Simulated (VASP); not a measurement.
Crystal: AlN.

```
Al N
1.0
     0.00000    2.01887    2.01887
     2.01887    0.00000    2.01887
     2.01887    2.01887    0.00000
Al N
1 1
Direct
  0.00000 0.00000 0.00000
  0.50000 0.50000 0.50000
```

Base run:

```yaml
Program: VASP 6.6.1
Functional: PBEsol
Potentials_or_basis: VASP PAW PBE potentials, release 64 (Al, N)
Cutoff: 600 eV
k_mesh: 8 × 8 × 8
Occupations: methfessel-paxton, width 0.001 eV
Spin: no spin polarisation
```

Its results: band gap on the k mesh 4.59 eV (least direct gap 5.73 eV); pressure 1.2 GPa.

Q: The run is repeated on the same cell with these changes: k mesh from 8 × 8 × 8 to 3 × 3 × 3; occupations from methfessel-paxton, width 0.001 eV to gaussian, width 0.01 eV. What comes out?

A: Band gap on the k mesh 5.66 eV; pressure 2.4 GPa.

Caveats: some runs use coarse meshes; the PAW data sets were made with another functional, which shifts forces and pressure a little; an odd mesh through Γ misses points on the zone boundary, where band edges can lie (at least some runs).
